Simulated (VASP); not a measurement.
Runs of VASP 6.6.1 on Ge. The structure is that of space group Fd-3m (No. 227), or close to it. The cells are those of the table. 

| task | cell | k mesh | cutoff (eV) | smearing | pressure (GPa) | relaxed volume (Å³/atom) |
| --- | --- | --- | --- | --- | --- | --- |
| single point | a = 4.000 Å, angles 60.0°, 2 atoms | 6 × 6 × 6 | 520 | gaussian 0.1 eV | (b) | - |
| relaxation of cell and atoms | relaxed from a = 3.975 Å, angles 60.0°, 2 atoms | 14 × 14 × 14 | 600 | fermi-dirac 0.15 eV | 0.0 | 22.28 |
| single point | a = 3.976 Å, angles 60.0°, 2 atoms | 14 × 14 × 14 | 520 | fermi-dirac 0.15 eV | 0.2 | - |
| relaxation of cell and atoms | relaxed from a = 4.000 Å, angles 60.0°, 2 atoms | 14 × 14 × 14 | 600 | gaussian 0.1 eV | 0.0 | (a) |
| single point | a = 3.975 Å, angles 60.0°, 2 atoms | 14 × 14 × 14 | 520 | gaussian 0.1 eV | 0.3 | - |

Alike in all rows: level LDA; potentials or basis VASP PAW LDA potentials, release 64 (Ge_d); no spin polarisation.

Question: Fill in the values left out.

Answer: (a) 22.25; (b) -1.0.
